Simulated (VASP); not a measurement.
Rh, 2 atoms in the cell. It takes space group P6_3/mmc (No. 194, hexagonal). The conventional cell has a = 2.834 Å, b = 2.834 Å, c = 4.596 Å, α = 90.00°, β = 90.00°, γ = 120.00°. Rh (site symmetry -6m2) has 12 Rh at 2.82 to 2.83 Å within 3.7 Å. This isn't the form of Rh at room conditions, which is fcc.

| Quantity | Value |
| --- | --- |
| Program | VASP 6.6.1 |
| Task | single point |
| Functional | PBE |
| Potentials or basis | VASP PAW PBE potentials, release 64 (Rh_pv) |
| Cutoff | 520 eV |
| k mesh | 18 × 18 × 10 |
| Occupations | gaussian, width 0.15 eV |
| Spin | no spin polarisation |
| Dipole correction | no |
| Further INCAR settings | ALGO = Fast; EDIFF = 1e-06; NBANDS = 22 |

Potentials or basis: VASP PAW PBE potentials, release 64 (Rh_pv).

Run with:

```sh
$ cat potpaw_PBE.64/Rh_pv/POTCAR > POTCAR
$ mpirun -np 1 vasp_std > vasp.out
```

Hardware: 1 thread of AMD EPYC 7R43 64-Core Processor (Zen 3), on a shared host.

How long does it take, and how much memory?

Run time: 3.5 min on 1 thread of AMD EPYC 7R43 64-Core Processor (Zen 3), with other jobs on the host, peak memory 0.2 GiB. Counts: scf iterations 12, k points 222.
